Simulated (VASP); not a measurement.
Crystal: GaCo.

```
Ga Co
1.0
     2.87800    0.00000    0.00000
     0.00000    2.87800    0.00000
     0.00000    0.00000    2.87800
Ga Co
1 1
Direct
  0.50000 0.50000 0.50000
  0.00000 0.00000 0.00000
```

Base run:

| Quantity | Value |
| --- | --- |
| Program | VASP 6.6.1 |
| Functional | PBE |
| Potentials or basis | VASP PAW PBE potentials, release 64 (Ga_d, Co) |
| Cutoff | 520 eV |
| k mesh | 8 × 8 × 8 |
| Occupations | fermi-dirac, width 0.05 eV |
| Spin | collinear spin, ferromagnetic start |
| Starting moments | [0.0, 1.0] μB |
| Fixed moment | 1 μB |

Its results: pressure 5.6 GPa; site moments Ga -0.01; Co +1.01 μB.

Q: The run is repeated on the same cell with these changes: fixed moment from 1 μB to 2.5 μB; moments at the start from [0.0, 1.0] to [0.0, 2.5]. What comes out?

A: Pressure 27.3 GPa; site moments Ga +0.24; Co +2.13 μB.

Caveats: the cell stands under pressure; the total moment is fixed, so each spin has its own Fermi level.
